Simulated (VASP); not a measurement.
# S (P6/mmm) in VASP: notebook

Runs on S. Level: PBEsol. Tasks: single point.

Program: VASP 6.6.1. These are calculated values, not measurements. Logs are shortened: lines on timing, memory, paths and dates and some standing lists are left out, and cuts for length are marked.

## (1) The cell of the first run

Symmetry: P6/mmm, No. 191, hexagonal system. Conventional cell: a = 3.821 Å, b = 3.821 Å, c = 2.114 Å, α = 90.00°, β = 90.00°, γ = 120.00°. Within 2.8 Å of S (site symmetry 6/mmm) lie 14 S at 2.11 to 2.45 Å. S (site symmetry -6m2) has 11 S at 2.11 to 2.45 Å within 2.8 Å.

## (2) Single point, PBEsol

INCAR reads:

```
PREC = Accurate
ENCUT = 500
EDIFF = 1E-6
ISMEAR = -1
SIGMA = 0.05
LREAL = False
LASPH = True
NELM = 120
ALGO = Normal
ISIF = 2
LWAVE = False
LCHARG = False
GGA = PS
NBANDS = 16
GGA_COMPAT = False
```

KPOINTS reads:

```
regular mesh
0
Gamma
  9 9 13
```

POSCAR reads:

```
S
1.0
    3.8207684581      0.0000000000      0.0000000000
   -1.9103842291      3.3088825467      0.0000000000
    0.0000000000      0.0000000000      2.1139719826
S
3
Direct
    0.0000000000      0.0000000000      0.0000000000
    0.3333333333      0.6666666667      0.5000000000
    0.6666666667      0.3333333333      0.5000000000
```

Potentials or basis: VASP PAW PBE potentials, release 64 (S).

Launch:

```console
cat potpaw_PBE.64/S/POTCAR > POTCAR
mpirun -np 1 vasp_std > vasp.out
```

OUTCAR:

```text
PREC = Accurate
   ENCUT = 500
   EDIFF = 1E-6
   ISMEAR = -1
   LREAL = False
   LASPH = True
   NELM = 120
   ISIF = 2
   GGA = PS

 ion  position               nearest neighbor table
   1  0.000  0.000  0.000-   2 2.45   3 2.45   2 2.45   3 2.45   3 2.45   3 2.45   2 2.45   2 2.45
                             3 2.45   3 2.45   2 2.45   2 2.45
   2  0.333  0.667  0.500-   3 2.21   3 2.21   3 2.21   1 2.45   1 2.45   1 2.45   1 2.45   1 2.45
                             1 2.45
   3  0.667  0.333  0.500-   2 2.21   2 2.21   2 2.21   1 2.45   1 2.45   1 2.45   1 2.45   1 2.45
                             1 2.45

  LATTYP: Found a hexagonal cell.
 ALAT       =     3.8207684581
 C/A-ratio  =     0.5532845044

  Lattice vectors:

 A1 = (   3.8207684581,   0.0000000000,   0.0000000000)
 A2 = (  -1.9103842291,   3.3088825467,   0.0000000000)
 A3 = (   0.0000000000,   0.0000000000,   2.1139719826)

Analysis of symmetry for initial positions (statically):
=====================================================================
 Subroutine PRICEL returns:
 Original cell was already a primitive cell.

 Routine SETGRP: Setting up the symmetry group for a
 hexagonal supercell.

 Subroutine GETGRP returns: Found 24 space group operations
 (whereof 24 operations were pure point group operations)
 out of a pool of 24 trial point group operations.

The static configuration has the point symmetry D_6h.

Analysis of symmetry for dynamics (positions and initial velocities):
=====================================================================
 Subroutine PRICEL returns:
 Original cell was already a primitive cell.

 Routine SETGRP: Setting up the symmetry group for a
 hexagonal supercell.

 Subroutine GETGRP returns: Found 24 space group operations
 (whereof 24 operations were pure point group operations)
 out of a pool of 24 trial point group operations.

The dynamic configuration has the point symmetry D_6h.

 Subroutine INISYM returns: Found 24 space group operations
 (whereof 24 operations are pure point group operations),
 and found     1 'primitive' translations

----------------------------------------------------------------------------------------

                                     Primitive cell

  volume of cell :      26.7258

  direct lattice vectors                    reciprocal lattice vectors
     3.820768458  0.000000000  0.000000000     0.261727454  0.151108416  0.000000000
    -1.910384229  3.308882547  0.000000000     0.000000000  0.302216832  0.000000000
     0.000000000  0.000000000  2.113971983     0.000000000  0.000000000  0.473043166

  length of vectors
     3.820768458  3.820768458  2.113971983     0.302216832  0.302216832  0.473043166

  position of ions in fractional coordinates (direct lattice)
     0.000000000  0.000000000  0.000000000
     0.333333333  0.666666667  0.500000000
     0.666666667  0.333333333  0.500000000

  ion indices of the primitive-cell ions
   primitive index   ion index
                 1           1
                 2           2
                 3           3

----------------------------------------------------------------------------------------

 KPOINTS: regular mesh

Automatic generation of k-mesh.
 Grid dimensions read from file:
 generate k-points for:    9    9   13

 Generating k-lattice:

  Cartesian coordinates                     Fractional coordinates (reciprocal lattice)
     0.029080828  0.016789824  0.000000000     0.111111111  0.000000000  0.000000000
     0.000000000  0.033579648  0.000000000     0.000000000  0.111111111  0.000000000
     0.000000000  0.000000000  0.036387936     0.000000000  0.000000000  0.076923077

  Length of vectors
     0.033579648  0.033579648  0.036387936

  Shift w.r.t. Gamma in fractional coordinates (k-lattice)
     0.000000000  0.000000000  0.000000000

 Subroutine IBZKPT returns following result:
 ===========================================

 Found     84 irreducible k-points:

 Following reciprocal coordinates:
            Coordinates               Weight
  0.000000  0.000000  0.000000      1.000000
  0.111111  0.000000  0.000000      6.000000
  0.222222 -0.000000  0.000000      6.000000
  0.333333  0.000000  0.000000      6.000000
  0.444444 -0.000000  0.000000      6.000000
  0.111111  0.111111  0.000000      6.000000
[... 16 lines left out ...]
  0.333333  0.222222  0.076923     24.000000
  0.333333  0.333333  0.076923      4.000000
 [... further k-points ...]
   k-points           NKPTS =     84   k-points in BZ     NKDIM =     84   number of bands    NBANDS=     16
   number of dos      NEDOS =    301   number of ions     NIONS =      3
   total plane-waves  NPLWV =  12544
   dimension x,y,z NGX =    28 NGY =   28 NGZ =   16
   dimension x,y,z NGXF=    56 NGYF=   56 NGZF=   32
   ions per type =               3
   NGX,Y,Z   is equivalent  to a cutoff of  12.18, 12.18, 12.58 a.u.
   NGXF,Y,Z  is equivalent  to a cutoff of  24.37, 24.37, 25.17 a.u.
 SYSTEM =  unknown system
   PREC   = accura    normal or accurate (medium, high low for compatibility)
   ISTART =      0    job   : 0-new  1-cont  2-samecut
   ICHARG =      2    charge: 1-file 2-atom 10-const
   ISPIN  =      1    spin polarized calculation?
   LNONCOLLINEAR =      F non collinear calculations
   LSORBIT =      F    spin-orbit coupling
   LASPH  =      T    aspherical Exc in radial PAW
   ENCUT  =  500.0 eV  36.75 Ry    6.06 a.u.   6.97  6.97  3.85*2*pi/ulx,y,z
   NELM   =    120;   NELMIN=  2; NELMDL= -5     # of ELM steps
   EDIFF  = 0.1E-05   stopping-criterion for ELM
   LREAL  =      F    real-space projection
   EDIFFG = 0.1E-04   stopping-criterion for IOM
   NSW    =      0    number of steps for IOM
   IBRION =     -1    ionic relax: 0-MD 1-quasi-New 2-CG
   NFREE  =      0    steps in history (QN), initial steepest desc. (CG)
   ISIF   =      2    stress and relaxation
   ISYM   =      2    0-nonsym 1-usesym 2-fastsym
   POTIM  = 0.5000    time-step for ionic-motion
   TEBEG  =    0.0;   TEEND  =   0.0 temperature during run
   PSTRESS=    0.0 pullay stress
   NELECT =      18.0000    total number of electrons
   NUPDOWN=      -1.0000    fix difference up-down
   EMIN   =  10.00;   EMAX   =-10.00  energy-range for DOS
   EFERMI =   0.00;   METHOD = LEGACY
   ISMEAR =    -1;   SIGMA  =   0.05  broadening in eV -4-tet -1-fermi 0-gaus
   EFERMI_NEDOS =   21; number of points for ismear=-14 and -15
   IALGO  =     38    algorithm
   IMIX   =      4    mixing-type and parameters
     AMIX     =   0.40;   BMIX     =  1.00
     AMIX_MAG =   1.60;   BMIX_MAG =  1.00
  volume/ion in A,a.u.               =       8.91        60.12
  Fermi-wavevector in a.u.,A,eV,Ry     =   1.435011  2.711778 28.017887  2.059257
  Thomas-Fermi vector in A             =   2.554357
   LORBIT       =      0    0 simple, 1 ext, 2 COOP (PROOUT), +10 PAW based schemes
   GGA     = PS    functional components
   LHFCALC =     F    Hartree Fock is set to
   AEXX    =    0.0000 exact exchange contribution
   IVDW    =     0    specifies the selected vdW correction
   LEPSILON=     F    determine dielectric tensor
   LRPA    =     F    only Hartree local field effects (RPA)
 non-spin polarized calculation
  energy-cutoff  :      500.00
  volume of cell :       26.73
 maximum number of plane-waves:       693
 NGX is ok and might be reduce to    28
   NGX = 13   NGY = 13   NGZ =  7

 number of electron      18.0000002 magnetization

 Free energy of the ion-electron system (eV)
  ---------------------------------------------------
  ext. energy  EPLUGINS =         0.00000000
  ---------------------------------------------------
  free energy    TOTEN  =        -5.03171044 eV

  energy without entropy =       -5.02101415  energy(sigma->0) =       -5.02636229

 E-fermi :  18.4233     XC(G=0): -14.0906

 val. band max:       18.3952076059   @ k =   0.3333   0.3333   0.4615
 cond. band min:      18.4346650795   @ k =   0.3333   0.0000   0.3077
 fundamental gap:      0.0394574736
 Fermi energy:        18.4233167342

 k-point     1 :       0.0000    0.0000    0.0000
  band No.  band energies     occupation
      1      -6.5363      2.00000
      2       3.9551      2.00000
      3       4.1153      2.00000
      4       6.9350      2.00000
      5       6.9350      2.00000
      6       7.3750      2.00000
[... 8 lines left out ...]
     15      31.0016      0.00000
     16      31.0016      0.00000

 k-point     2 :       0.1111    0.0000    0.0000
  band No.  band energies     occupation
      1      -6.3791      2.00000
      2       2.9193      2.00000
      3       3.4866      2.00000
      4       5.9288      2.00000
      5       7.1516      2.00000
      6       8.6755      2.00000
[... 8 lines left out ...]
     15      30.5791      0.00000
     16      31.7574      0.00000

 k-point     3 :       0.2222   -0.0000    0.0000
  band No.  band energies     occupation
      1      -5.9085      2.00000
      2       0.9305      2.00000
      3       2.7168      2.00000
      4       5.0283      2.00000
      5       8.6281      2.00000
      6      10.4555      2.00000
[... 8 lines left out ...]
     15      30.1548      0.00000
     16      31.7098      0.00000

 k-point     4 :       0.3333    0.0000    0.0000
  band No.  band energies     occupation
      1      -5.1271      2.00000
      2      -0.9799      2.00000
      3       2.1594      2.00000
      4       4.4236      2.00000
      5      10.5592      2.00000
      6      12.5124      2.00000
[... 8 lines left out ...]
     15      29.6250      0.00000
     16      30.2700      0.00000

 k-point     5 :       0.4444   -0.0000    0.0000
  band No.  band energies     occupation
      1      -4.0428      2.00000
      2      -2.6445      2.00000
      3       1.8729      2.00000
      4       4.1205      2.00000
      5      12.7742      2.00000
      6      14.8102      2.00000
[... 8 lines left out ...]
     15      29.1368      0.00000
     16      30.7071      0.00000

 k-point     6 :       0.1111    0.1111    0.0000
  band No.  band energies     occupation
      1      -6.0652      2.00000
      2       1.9207      2.00000
      3       2.1267      2.00000
      4       6.5651      2.00000
      5       6.7691      2.00000
      6      10.8260      2.00000
[... 8 lines left out ...]
     15      31.0333      0.00000
     16      32.4056      0.00000

 k-point     7 :       0.2222    0.1111    0.0000
  band No.  band energies     occupation
      1      -5.4392      2.00000
      2       0.0518      2.00000
      3       1.3179      2.00000
      4       5.9764      2.00000
      5       8.4336      2.00000
      6      12.7581      2.00000
[... 8 lines left out ...]
     15      30.1772      0.00000
     16      30.8683      0.00000

 k-point     8 :       0.3333    0.1111    0.0000
  band No.  band energies     occupation
      1      -4.5055      2.00000
      2      -1.7352      2.00000
      3       0.8738      2.00000
      4       5.5459      2.00000
      5      10.5607      2.00000
      6      14.8710      2.00000
[... 8 lines left out ...]
     15      28.5410      0.00000
     16      30.2441      0.00000

 k-point     9 :       0.4444    0.1111    0.0000
  band No.  band energies     occupation
      1      -3.3566      2.00000
      2      -3.1741      2.00000
      3       0.7249      2.00000
      4       5.4003      2.00000
      5      12.8061      2.00000
      6      13.1268      2.00000
[... 8 lines left out ...]
     15      28.5176      0.00000
     16      29.8909      0.00000
[... 172 lines left out ...]
 k-point    19 :       0.2222    0.1111    0.0769
  band No.  band energies     occupation
      1      -5.2538      2.00000
      2       0.2331      2.00000
      3       1.4984      2.00000
      4       6.1500      2.00000
      5       8.6030      2.00000
      6      12.9161      2.00000
[... 8 lines left out ...]
     15      30.5595      0.00000
     16      31.8146      0.00000

 k-point    20 :       0.3333    0.1111    0.0769
  band No.  band energies     occupation
      1      -4.3209      2.00000
      2      -1.5525      2.00000
      3       1.0547      2.00000
      4       5.7202      2.00000
      5      10.7238      2.00000
      6      15.0161      2.00000
[... 8 lines left out ...]
     15      29.4418      0.00000
     16      31.5086      0.00000

 k-point    21 :       0.4444    0.1111    0.0769
  band No.  band energies     occupation
      1      -3.1734      2.00000
      2      -2.9897      2.00000
      3       0.9060      2.00000
      4       5.5748      2.00000
      5      12.9497      2.00000
      6      13.2893      2.00000
[... 8 lines left out ...]
     15      28.8857      0.00000
     16      31.5971      0.00000

 k-point    22 :       0.2222    0.2222    0.0769
  band No.  band energies     occupation
      1      -4.4758      2.00000
      2      -0.4562      2.00000
      3      -0.2547      2.00000
      4       7.9708      2.00000
      5       8.2188      2.00000
      6      15.6651      2.00000
[... 8 lines left out ...]
     15      28.3817      0.00000
     16      31.5978      0.00000

 k-point    23 :       0.3333    0.2222    0.0769
  band No.  band energies     occupation
      1      -3.3970      2.00000
      2      -2.0103      2.00000
      3      -0.6483      2.00000
      4       7.8139      2.00000
      5      10.3877      2.00000
      6      12.9482      2.00000
[... 8 lines left out ...]
     15      27.0233      0.00000
     16      31.8534      0.00000

 k-point    24 :       0.3333    0.3333    0.0769
  band No.  band energies     occupation
      1      -2.2576      2.00000
      2      -2.2576      2.00000
      3      -1.9705      2.00000
      4       9.9878      2.00000
      5      10.4011      2.00000
      6      10.4011      2.00000
[... 8 lines left out ...]
     15      25.4125      0.00000
     16      32.1294      0.00000

 [... further k-points ...]
[... 5 lines left out ...]
  --------------------------------------------------------------------------------------
  -------------------------------------------------------------------------------------
  Total       23.4495473     23.4495473     23.2796515     -0.0000000      0.0000000      0.0000000
  in kB     1405.7683062   1405.7683062   1395.5832842     -0.0000000      0.0000000      0.0000000
  external PRESSURE =    1402.3732989 kB  Pullay stress =       0.0000000 kB

 VOLUME and BASIS-vectors are now :
 -----------------------------------------------------------------------------
  energy-cutoff  :      500.00
  volume of cell :       26.73
      direct lattice vectors                 reciprocal lattice vectors
     3.820768458  0.000000000  0.000000000     0.261727454  0.151108416  0.000000000
    -1.910384229  3.308882547  0.000000000     0.000000000  0.302216832  0.000000000
     0.000000000  0.000000000  2.113971983     0.000000000  0.000000000  0.473043166

 POSITION                                       TOTAL-FORCE (eV/Angst)
 -----------------------------------------------------------------------------------
      0.00000      0.00000      0.00000        -0.000000     -0.000000      0.000000
     -0.00000      2.20592      1.05699         0.000000     -0.000000     -0.000000
      1.91038      1.10296      1.05699        -0.000000      0.000000      0.000000
 -----------------------------------------------------------------------------------
    total drift:                                0.000000     -0.000000     -0.000000

  FREE ENERGIE OF THE ION-ELECTRON SYSTEM (eV)
  ---------------------------------------------------
  free  energy   TOTEN  =        -5.0317104351 eV

  energy  without entropy=       -5.0210141477  energy(sigma->0) =       -5.02636229
```

It took 27 s on 1 thread of Intel Xeon 8259CL, shared host; peak memory 0.15 GiB.

What came out:

```yaml
Free_energy: -5.0317 eV
Pressure: 140.2 GPa
Band_gap_on_the_k_mesh: zero (band 9 reaches 24.57 eV, above the bottom of band 10 at 13.74 eV)
```

Caveat: the PAW data sets were made with another functional, which shifts forces and pressure a little.

(Part 1 of 2 ends here.)
